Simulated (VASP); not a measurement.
# GaP (F-43m) in VASP: a series of runs

The runs below take GaP through single point, with LDA.

All numbers are computed with VASP 6.6.1; they aren't measurements. Logs are shortened: lines on timing, memory, paths and dates and some standing lists are left out, and cuts for length are marked.

**What was measured.**

“Stacking defects in GaP nanowires: Electronic structure and optical properties”, 2018, arxiv:1810.01194 quotes, for a bulk crystal of GaP at 10 K: band gap 2.34 eV (indirect).

The runs below are set against these values where they give the same quantity.

### Step 1. The cell of the first run

Symmetry: F-43m, No. 216, cubic system. Conventional cell: a = 5.451 Å, b = 5.451 Å, c = 5.451 Å, α = 90.00°, β = 90.00°, γ = 90.00°. Within 3.1 Å of Ga (site symmetry -43m) lie 4 P at 2.36 Å. P (site symmetry -43m) has 4 Ga at 2.36 Å within 3.1 Å.

### Step 2. Single point, LDA

File INCAR:

```
SYSTEM = GaP
PREC = Accurate ; ENCUT = 520
EDIFF = 1E-6 ; ISMEAR = 0
SIGMA = 0.05 ; LREAL = .False.
LASPH = .True. ; NELM = 80
ALGO = Normal ; ISIF = 2
LWAVE = .False. ; LCHARG = .False.
NBANDS = 16
```

File KPOINTS:

```
regular mesh
0
Gamma
  8 8 8
  0 0 0
```

File POSCAR:

```
GaP
1.0
    0.0000000000      2.7252500000      2.7252500000
    2.7252500000      0.0000000000      2.7252500000
    2.7252500000      2.7252500000      0.0000000000
Ga P
1 1
Direct
    0.0000000000      0.0000000000      0.0000000000
    0.7500000000      0.7500000000      0.7500000000
```

Potentials or basis: VASP PAW LDA potentials, release 64 (Ga_d, P).

On the command line:

```
cat potpaw_LDA.64/Ga_d/POTCAR potpaw_LDA.64/P/POTCAR > POTCAR
mpirun -np 1 vasp_std > vasp.out
```

OUTCAR:

```text
SYSTEM = GaP
   PREC = Accurate
   ENCUT = 520
   EDIFF = 1E-6
   ISMEAR = 0
   LREAL = .False.
   LASPH = .True.
   NELM = 80
   ISIF = 2

 ion  position               nearest neighbor table
   1  0.000  0.000  0.000-   2 2.36   2 2.36   2 2.36   2 2.36
   2  0.750  0.750  0.750-   1 2.36   1 2.36   1 2.36   1 2.36

  LATTYP: Found a face centered cubic cell.
 ALAT       =     5.4505000000

  Lattice vectors:

 A1 = (   0.0000000000,   2.7252500000,   2.7252500000)
 A2 = (   2.7252500000,   0.0000000000,   2.7252500000)
 A3 = (   2.7252500000,   2.7252500000,   0.0000000000)

Analysis of symmetry for initial positions (statically):
=====================================================================
 Subroutine PRICEL returns:
 Original cell was already a primitive cell.

 Routine SETGRP: Setting up the symmetry group for a
 face centered cubic supercell.

 Subroutine GETGRP returns: Found 24 space group operations
 (whereof 24 operations were pure point group operations)
 out of a pool of 48 trial point group operations.

The static configuration has the point symmetry T_d .

Analysis of symmetry for dynamics (positions and initial velocities):
=====================================================================
 Subroutine PRICEL returns:
 Original cell was already a primitive cell.

 Routine SETGRP: Setting up the symmetry group for a
 face centered cubic supercell.

 Subroutine GETGRP returns: Found 24 space group operations
 (whereof 24 operations were pure point group operations)
 out of a pool of 48 trial point group operations.

The dynamic configuration has the point symmetry T_d .

 Subroutine INISYM returns: Found 24 space group operations
 (whereof 24 operations are pure point group operations),
 and found     1 'primitive' translations

----------------------------------------------------------------------------------------

                                     Primitive cell

  volume of cell :      40.4808

  direct lattice vectors                    reciprocal lattice vectors
     0.000000000  2.725250000  2.725250000    -0.183469406  0.183469406  0.183469406
     2.725250000  0.000000000  2.725250000     0.183469406 -0.183469406  0.183469406
     2.725250000  2.725250000  0.000000000     0.183469406  0.183469406 -0.183469406

  length of vectors
     3.854085511  3.854085511  3.854085511     0.317778334  0.317778334  0.317778334

  position of ions in fractional coordinates (direct lattice)
[... 74 lines left out ...]
   LNONCOLLINEAR =      F non collinear calculations
   LSORBIT =      F    spin-orbit coupling
   LASPH  =      T    aspherical Exc in radial PAW
   ENCUT  =  520.0 eV  38.22 Ry    6.18 a.u.   7.17  7.17  7.17*2*pi/ulx,y,z
   NELM   =     80;   NELMIN=  2; NELMDL= -5     # of ELM steps
   EDIFF  = 0.1E-05   stopping-criterion for ELM
   LREAL  =      F    real-space projection
   EDIFFG = 0.1E-04   stopping-criterion for IOM
   NSW    =      0    number of steps for IOM
   IBRION =     -1    ionic relax: 0-MD 1-quasi-New 2-CG
   NFREE  =      0    steps in history (QN), initial steepest desc. (CG)
   ISIF   =      2    stress and relaxation
   ISYM   =      2    0-nonsym 1-usesym 2-fastsym
   POTIM  = 0.5000    time-step for ionic-motion
   TEBEG  =    0.0;   TEEND  =   0.0 temperature during run
   PSTRESS=    0.0 pullay stress
   NELECT =      18.0000    total number of electrons
   NUPDOWN=      -1.0000    fix difference up-down
   EMIN   =  10.00;   EMAX   =-10.00  energy-range for DOS
   EFERMI =   0.00;   METHOD = LEGACY
   ISMEAR =     0;   SIGMA  =   0.05  broadening in eV -4-tet -1-fermi 0-gaus
   EFERMI_NEDOS =   21; number of points for ismear=-14 and -15
   IALGO  =     38    algorithm
   IMIX   =      4    mixing-type and parameters
     AMIX     =   0.40;   BMIX     =  1.00
     AMIX_MAG =   1.60;   BMIX_MAG =  1.00
  volume/ion in A,a.u.               =      20.24       136.59
  Fermi-wavevector in a.u.,A,eV,Ry     =   1.249538  2.361284 21.243377  1.561344
  Thomas-Fermi vector in A             =   2.383574
   LORBIT       =      0    0 simple, 1 ext, 2 COOP (PROOUT), +10 PAW based schemes
   GGA     = CA    functional components
   LHFCALC =     F    Hartree Fock is set to
   AEXX    =    0.0000 exact exchange contribution
   IVDW    =     0    specifies the selected vdW correction
   LEPSILON=     F    determine dielectric tensor
   LRPA    =     F    only Hartree local field effects (RPA)
 non-spin polarized calculation
 Gauss-broadening in eV      SIGMA  =   0.05
  energy-cutoff  :      520.00
  volume of cell :       40.48
 maximum number of plane-waves:      1106
 NGX is ok and might be reduce to    30
   NGX = 15   NGY = 15   NGZ = 15

 number of electron      17.9999989 magnetization

 Free energy of the ion-electron system (eV)
  ---------------------------------------------------
  ext. energy  EPLUGINS =         0.00000000
  ---------------------------------------------------
  free energy    TOTEN  =       -10.44024256 eV

  energy without entropy =      -10.44024256  energy(sigma->0) =      -10.44024256

 E-fermi :   4.7122     XC(G=0): -10.1642

 val. band max:        4.5049783476   @ k =   0.0000   0.0000   0.0000
 cond. band min:       5.9979559921   @ k =   0.3750   0.3750   0.0000
 fundamental gap:      1.4929776445
 Fermi energy:         4.7122096355

 k-point     1 :       0.0000    0.0000    0.0000
  band No.  band energies     occupation
      1     -10.1999      2.00000
      2     -10.1999      2.00000
      3     -10.1999      2.00000
      4     -10.1019      2.00000
      5     -10.1019      2.00000
      6      -8.0045      2.00000
[... 433 lines left out ...]
      3     -10.1576      2.00000
      4     -10.1071      2.00000
      5     -10.0947      2.00000
      6      -5.5081      2.00000
[... 8 lines left out ...]
     15      16.3844      0.00000
     16      16.8976      0.00000

 [... further k-points ...]
[... 5 lines left out ...]
  --------------------------------------------------------------------------------------
  -------------------------------------------------------------------------------------
  Total       -0.6764526     -0.6764526     -0.6764526      0.0000000     -0.0000000     -0.0000000
  in kB      -26.7731155    -26.7731155    -26.7731155      0.0000000     -0.0000000     -0.0000000
  external PRESSURE =     -26.7731155 kB  Pullay stress =       0.0000000 kB

 VOLUME and BASIS-vectors are now :
 -----------------------------------------------------------------------------
  energy-cutoff  :      520.00
  volume of cell :       40.48
      direct lattice vectors                 reciprocal lattice vectors
     0.000000000  2.725250000  2.725250000    -0.183469406  0.183469406  0.183469406
     2.725250000  0.000000000  2.725250000     0.183469406 -0.183469406  0.183469406
     2.725250000  2.725250000  0.000000000     0.183469406  0.183469406 -0.183469406

 POSITION                                       TOTAL-FORCE (eV/Angst)
 -----------------------------------------------------------------------------------
      0.00000      0.00000      0.00000         0.000000      0.000000      0.000000
      4.08788      4.08788      4.08788        -0.000000     -0.000000     -0.000000
 -----------------------------------------------------------------------------------
    total drift:                               -0.000000     -0.000000     -0.000000

  FREE ENERGIE OF THE ION-ELECTRON SYSTEM (eV)
  ---------------------------------------------------
  free  energy   TOTEN  =       -10.4402425576 eV

  energy  without entropy=      -10.4402425576  energy(sigma->0) =      -10.44024256
```

It took 9.5 s on 1 thread of Intel Xeon 6975P-C (Granite Rapids), shared host; peak memory 0.15 GiB.

What came out:

```
Free energy            : -10.4402 eV
Pressure               : -2.7 GPa
Band gap on the k mesh : 1.49 eV, indirect (least direct gap 1.64 eV)
```

### Step 3. Single point, LDA

File INCAR:

```
SYSTEM = GaP
  PREC = Accurate
  ENCUT = 520
  EDIFF = 1E-7
  ISMEAR = 0
  SIGMA = 0.05
  LREAL = .False.
  LASPH = .True.
  NELM = 100
  ALGO = Normal
  ISIF = 2
  LWAVE = .False.
  LCHARG = .True.
  LELF = .True.
  LVHAR = .True.
  NBANDS = 16
```

File KPOINTS:

```
regular mesh
0
Gamma
  10 10 10
  0 0 0
```

POSCAR is that of step 2.

Potentials or basis: VASP PAW LDA potentials, release 64 (Ga_d, P).

On the command line:

```
cat potpaw_LDA.64/Ga_d/POTCAR potpaw_LDA.64/P/POTCAR > POTCAR
mpirun -np 1 vasp_std > vasp.out
```

It took 17 s on 1 thread of Intel Xeon 6975P-C (Granite Rapids), shared host; peak memory 0.16 GiB.

The run converged. Its results:

- Free energy: -10.4426 eV
- Pressure: -2.6 GPa
- Band gap on the k mesh: 1.45 eV, indirect (least direct gap 1.64 eV)

Levels at points of the mesh, in eV from the valence-band top:
```csv
k point,band 6,band 7,band 8,band 9,band 10,band 11,band 12,band 13
"(0.00, 0.00, 0.00)",-12.51,0.00,0.00,0.00,1.64,3.79,3.79,3.79
"(0.50, 0.00, 0.00)",-10.43,-6.71,-1.13,-1.13,1.52,4.63,4.63,8.05
"(0.50, 0.50, 0.00)",-9.51,-6.84,-2.71,-2.71,1.50,1.68,10.45,10.45
```

### Step 4. Against experiment

Step 2. A measured gap of GaP is 2.34 eV (indirect; 10 K; quoted in “Stacking defects in GaP nanowires: Electronic structure and optical properties”, 2018, arxiv:1810.01194); the calculated 1.49 eV misses it by -0.85 eV. Spin-orbit coupling on Ga is left out. The value is that of LDA on a finite k mesh, which can miss the band edges, without temperature or zero-point motion. Semilocal functionals fall short of measured gaps as a rule.

Step 3. Against the measured gap of GaP, 2.34 eV (indirect; 10 K; quoted in “Stacking defects in GaP nanowires: Electronic structure and optical properties”, 2018, arxiv:1810.01194), the calculated 1.45 eV is off by -0.89 eV. Spin-orbit coupling on Ga is left out. The value is that of LDA on a finite k mesh, which can miss the band edges, without temperature or zero-point motion. Semilocal functionals fall short of measured gaps as a rule.
